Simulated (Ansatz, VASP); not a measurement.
One calculation of Cu2O, two programs

```
CELL_PARAMETERS angstrom
4.07624 0.00000 0.00000
0.00000 4.07624 0.00000
0.00000 0.00000 4.07624
ATOMIC_POSITIONS crystal
Cu 0.25000 0.25000 0.75000
Cu 0.75000 0.25000 0.25000
Cu 0.25000 0.75000 0.25000
Cu 0.75000 0.75000 0.75000
O 0.50000 0.50000 0.50000
O 0.00000 0.00000 0.00000
```

Change from the starting cell: hydrostatic strain -4.0%.

Alike in both runs: task single point; functional HSE06; k mesh 4 × 4 × 4; no spin polarisation.

|  | VASP | Ansatz |
| --- | --- | --- |
| version | VASP 6.6.1 | Ansatz 0.2.0 |
| potentials or method | VASP PAW PBE potentials, release 64 (Cu, O) | plane waves, PAW |
| plane-wave cutoff (eV) | 520 | 420 |
| occupations | gaussian, width 0.01 eV | fixed |
| valence electrons in the cell | 56 | 88 |

|  | VASP | Ansatz | Ansatz less VASP |
| --- | --- | --- | --- |
| gap on the k mesh at the Fermi level (eV) | 1.95 | 1.93 | -0.013 |
| pressure (GPa) | 25.2 | 23.9 | -1.30 |

VASP's potentials hold 56 valence electrons a cell and Ansatz's 88, so a difference there can come from the potentials and not from the codes. Ansatz's warnings: stress exchange threshold loose, stress scf threshold loose.
